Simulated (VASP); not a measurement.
Input of a VASP 6.6.1 run:

INCAR

```
SYSTEM = Mo
PREC = Accurate
ENCUT = 520
EDIFF = 1E-7
ISMEAR = 0
SIGMA = 0.1
LREAL = .FALSE.
LASPH = .TRUE.
NELM = 80
ALGO = Normal
ISIF = 2
LWAVE = .FALSE.
LCHARG = .FALSE.
GGA = PE
NBANDS = 13
```

File KPOINTS:

```
Automatic mesh
0
G
  18 18 18
  0 0 0
```

Contents of POSCAR:

```
Mo
1.0
   -1.5455163858      1.5455163858      1.5455163858
    1.5455163858     -1.5455163858      1.5455163858
    1.5455163858      1.5455163858     -1.5455163858
Mo
1
Direct
    0.0000000000      0.0000000000      0.0000000000
```

Potentials or basis: VASP PAW PBE potentials, release 64 (Mo_sv).

The run is started by

```sh
$ cat potpaw_PBE.64/Mo_sv/POTCAR > POTCAR
$ mpirun -np 1 vasp_std > vasp.out
```

(1) Predict the pressure.

(2) Estimate the band gap on the k mesh.

Results:

(1) 20.7 GPa.

(2) zero (band 7 reaches 17.85 eV, above the bottom of band 8 at 12.05 eV).
